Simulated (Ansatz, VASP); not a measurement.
**One calculation of BN, two programs**

File INCAR:

```
SYSTEM = BN
ALGO = Normal
EDIFF = 1E-6
ENCUT = 600
GGA = CA
GGA_COMPAT = .FALSE.
ISIF = 2
ISMEAR = 0
LASPH = .TRUE.
LCHARG = .TRUE.
LELF = .TRUE.
LREAL = .FALSE.
LVHAR = .TRUE.
LWAVE = .FALSE.
NBANDS = 11
NELM = 120
PREC = Accurate
SIGMA = 0.02
```

The input KPOINTS:

```
k-points
0
G
  12 12 12
  0 0 0
```

Contents of POSCAR:

```
BN
1.0
    0.0000000000      1.7534010559      1.7534010559
    1.7534010559      0.0000000000      1.7534010559
    1.7534010559      1.7534010559      0.0000000000
B N
1 1
Direct
    0.0000000000      0.0000000000      0.0000000000
    0.2500000000      0.2500000000      0.2500000000
```

Input for Ansatz:

```yaml
crystal:
  lattice:
    - [0.0, 1.7534010559, 1.7534010559]
    - [1.7534010559, 0.0, 1.7534010559]
    - [1.7534010559, 1.7534010559, 0.0]
  atoms:
    - { symbol: B, position: [0.0, 0.0, 0.0] }
    - { symbol: "N", position: [0.25, 0.25, 0.25] }
basis:
  ecutwfc: 420
kpoints:
  mp_grid: { grid: [12, 12, 12] }
hamiltonian:
  xc: lda
  pseudopotentials: { kind: paw, azcp: { folder: soft_1 } }
scf:
  occupations: { method: gaussian, width: 0.02 }
output:
  forces: true
  stress: true
  eigenvalues: true
  write_density: true
  write_potential: true
  elf: true
  volumetric_format: npy
```

Alike in both runs: task single point; functional LDA; k mesh 12 × 12 × 12; occupations gaussian, width 0.02 eV; no spin polarisation.

|  | VASP | Ansatz |
| --- | --- | --- |
| version | VASP 6.6.1 | Ansatz 0.2.0 |
| potentials or method | VASP PAW LDA potentials, release 64 (B, N), cutoff 600 eV | scalar-relativistic, plane waves, PAW |
| valence electrons in the cell | 8 | 8 |

|  | VASP | Ansatz | Ansatz less VASP |
| --- | --- | --- | --- |
| gap on the k mesh at the Fermi level (eV) | 4.45 | 4.46 | +0.013 |
| least direct gap on the mesh (eV) | 9.11 | 9.12 | +0.007 |

Ansatz warns that its potentials were made for another functional, while VASP's fit it. LDA's correlation is that of Perdew and Zunger in VASP and of Perdew and Wang (1992) in Ansatz.
